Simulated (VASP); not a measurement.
A run of VASP 6.6.1 is set up as follows.

File POSCAR:

```
PbF2
1.0
    0.0000000000      2.9604388870      2.9604388870
    2.9604388870      0.0000000000      2.9604388870
    2.9604388870      2.9604388870      0.0000000000
Pb F
1 2
Direct
    0.0000000000      0.0000000000      0.0000000000
    0.2500000000      0.2500000000      0.2500000000
    0.7500000000      0.7500000000      0.7500000000
```

File INCAR.step1:

```
  ALGO = Normal
  EDIFF = 1E-4
  ENCUT = 520
  GGA = PE
  ISMEAR = 0
  LASPH = T
  LCHARG = F
  LREAL = F
  LWAVE = T
  NBANDS = 21
  NELM = 80
  PREC = Accurate
  SIGMA = 0.01
```

Contents of INCAR.step2:

```
  ALGO = Normal
  EDIFF = 1E-7
  ENCUT = 520
  ISIF = 2
  ISMEAR = 0
  ISTART = 1
  LASPH = T
  LCHARG = F
  LMIXTAU = T
  LREAL = F
  LWAVE = F
  METAGGA = R2SCAN
  NBANDS = 21
  NELM = 80
  PREC = Accurate
  SIGMA = 0.01
```

KPOINTS

```
k-points
0
Gamma
  6 6 6
```

Potentials or basis: VASP PAW PBE potentials, release 64 (Pb_d, F).

Launch:

```bash
$ cat potpaw_PBE.64/Pb_d/POTCAR potpaw_PBE.64/F/POTCAR > POTCAR
$ cp INCAR.step1 INCAR
$ mpirun -np 1 vasp_std > vasp.out
$ cp INCAR.step2 INCAR
$ mpirun -np 1 vasp_std > vasp.out
```

Q: What does it give for the band gap on the k mesh?

A: 4.96 eV, indirect (least direct gap 5.08 eV).

Q: Predict the pressure.

A: -0.1 GPa.

Caveat: the PAW data sets were made with another functional, which shifts forces and pressure a little; spin-orbit coupling is left out, which moves the levels of the heavy elements. A k mesh can miss the band edges.
